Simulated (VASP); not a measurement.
Here is a VASP 6.6.1 calculation.

Contents of INCAR:

```
PREC     = Accurate       # precision mode
ENCUT    = 600            # plane-wave cutoff, eV
EDIFF    = 1E-6           # SCF threshold, eV
ISMEAR   = 0              # smearing method
SIGMA    = 0.1            # smearing width, eV
LREAL    = F              # projectors in reciprocal space
LASPH    = T              # aspherical terms in the spheres
NELM     = 100            # most SCF steps
ALGO     = Fast           # electronic algorithm
ISIF     = 3              # what is computed and relaxed
LWAVE    = F              # write WAVECAR
LCHARG   = F              # write CHGCAR
GGA      = PE             # functional
IBRION   = 2              # ionic algorithm
NSW      = 100            # ionic steps
EDIFFG   = -0.01          # ionic threshold
```

The input KPOINTS:

```
regular mesh
0
Gamma
  18 18 6
```

File POSCAR:

```
Mg2WAu
1.0
    2.9529075408      0.0000000000      0.0000000000
   -1.4764537704      2.5572929454      0.0000000000
    0.0000000000      0.0000000000      9.3619099146
Mg W Au
2 1 1
Direct
    0.3333333333      0.6666666667      0.2442203164
    0.3333333333      0.6666666667      0.7557796836
    0.0000000000      0.0000000000      0.5000000000
    0.0000000000      0.0000000000      0.0000000000
```

Potentials or basis: VASP PAW PBE potentials, release 64 (Mg, W_sv, Au).

Run with:

```bash
$ cat potpaw_PBE.64/Mg/POTCAR potpaw_PBE.64/W_sv/POTCAR potpaw_PBE.64/Au/POTCAR > POTCAR
$ mpirun -np 1 vasp_std > vasp.out
```

Problem. Predict the relaxed cell.

Solution. a = 2.932 Å, b = 2.932 Å, c = 9.465 Å, α = 90.00°, β = 90.00°, γ = 120.00°.

Problem. Predict the relaxed volume.

Solution. 17.62 Å³/atom.

Final structure:
```
CELL_PARAMETERS angstrom
2.93215 0.00000 0.00000
-1.46608 2.53932 0.00000
0.00000 0.00000 9.46535
ATOMIC_POSITIONS crystal
Mg 0.33333 0.66667 0.24578
Mg 0.33333 0.66667 0.75422
W 0.00000 0.00000 0.50000
Au 0.00000 0.00000 0.00000
```
